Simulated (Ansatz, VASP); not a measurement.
**Two plane-wave programs on Ru**

Contents of INCAR:

```
PREC     = Accurate       # precision mode
ENCUT    = 520            # plane-wave cutoff, eV
EDIFF    = 1E-7           # SCF threshold, eV
ISMEAR   = 0              # smearing method
SIGMA    = 0.15           # smearing width, eV
LREAL    = False          # projectors in reciprocal space
LASPH    = True           # aspherical terms in the spheres
NELM     = 100            # most SCF steps
ALGO     = Fast           # electronic algorithm
ISIF     = 2              # what is computed and relaxed
LWAVE    = False          # write WAVECAR
LCHARG   = False          # write CHGCAR
GGA      = PS             # functional
NBANDS   = 21             # bands
```

KPOINTS

```
regular mesh
0
Gamma
  24 24 12
```

File POSCAR:

```
Ru
1.0
    2.7057993342      0.0000000000      0.0000000000
   -1.3528996671      2.3432909610      0.0000000000
    0.0000000000      0.0000000000      4.2819000000
Ru
2
Direct
    0.3546708458      0.7093416915      0.2266458815
    0.6666666667      0.3333333333      0.7500000000
```

Input for Ansatz:

```yaml
crystal:
  lattice:
    - [2.7057993342, 0.0, 0.0]
    - [-1.3528996671, 2.343290961, 0.0]
    - [0.0, 0.0, 4.2819]
  atoms:
    - { symbol: Ru, position: [0.3546708458, 0.7093416915, 0.2266458815] }
    - { symbol: Ru, position: [0.6666666667, 0.3333333333, 0.75] }
basis:
  ecutwfc: 420
kpoints:
  mp_grid: { grid: [24, 24, 12] }
hamiltonian:
  xc: pbesol
scf:
  occupations: { method: gaussian, width: 0.15 }
output:
  forces: true
  stress: true
  eigenvalues: true
```

Alike in both runs: task single point; functional PBEsol; k mesh 24 × 24 × 12; occupations gaussian, width 0.15 eV; no spin polarisation.

|  | VASP | Ansatz |
| --- | --- | --- |
| version | VASP 6.6.1 | Ansatz 0.2.0 |
| potentials or method | VASP PAW PBE potentials, release 64 (Ru_pv), cutoff 520 eV | scalar-relativistic, plane waves, PAW |
| valence electrons in the cell | 28 | 32 |

Ansatz gave:

- gap on the k mesh at the Fermi level (eV): none
- pressure (GPa): -3.9
- traceless stress, the component that is largest in VASP (GPa): -2.28
- rms of the force components (eV/Å): 0.797

Problem. Estimate VASP's values.

Solution. gap on the k mesh at the Fermi level (eV): none; pressure (GPa): -4.0; traceless stress, the component that is largest in VASP (GPa): -2.33; rms of the force components (eV/Å): 0.807.

VASP's potentials were made for PBE, not for PBEsol. Atom by atom the forces differ by 0.010 eV/Å (rms over components). A gap of «none» marks a metal or a gap that the smearing closes. VASP's potentials hold 28 valence electrons a cell and Ansatz's 32, so a difference there can come from the potentials and not from the codes.
